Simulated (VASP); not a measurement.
A run of VASP 6.6.1 is set up as follows.

INCAR

```
SYSTEM = PbO
ALGO = Normal ; EDIFF = 1E-6
ENCUT = 520 ; ISIF = 2
ISMEAR = -1 ; LASPH = .True.
LCHARG = .False. ; LREAL = .False.
LWAVE = .False. ; NBANDS = 28
NELM = 100 ; PREC = Accurate
SIGMA = 0.03
```

File KPOINTS:

```
k-points
0
Gamma
  7 7 6
  0 0 0
```

POSCAR

```
PbO
1.0
    3.9744000000      0.0397440000      0.0397440000
    0.0397440000      3.9744000000      0.0397440000
    0.0502200000      0.0502200000      5.0220000000
Pb O
2 2
Direct
    0.0000000000      0.5000000000      0.2351000000
    0.5000000000      0.0000000000      0.7649000000
    0.0000000000      0.0000000000      0.0000000000
    0.5000000000      0.5000000000      0.0000000000
```

Potentials or basis: VASP PAW LDA potentials, release 64 (Pb_d, O).

The run is started by

```bash
$ cat potpaw_LDA.64/Pb_d/POTCAR potpaw_LDA.64/O/POTCAR > POTCAR
$ mpirun -np 1 vasp_std > vasp.out
```

Problem. Predict the pressure.

Solution. -1.5 GPa.

Problem. Estimate the band gap on the k mesh.

Solution. 1.40 eV (least direct gap 2.22 eV).

Stress tensor (GPa, compression positive):
```
-1.67 -1.18 -0.84
-1.18 -1.67 -0.84
-0.84 -0.84 -1.22
```

Caveat: the cell differs from its parent crystal (equal xy, yz and zx shear strains of +2 %); spin-orbit coupling is left out, which moves the levels of the heavy elements; an odd mesh through Γ misses points on the zone boundary, where band edges can lie.
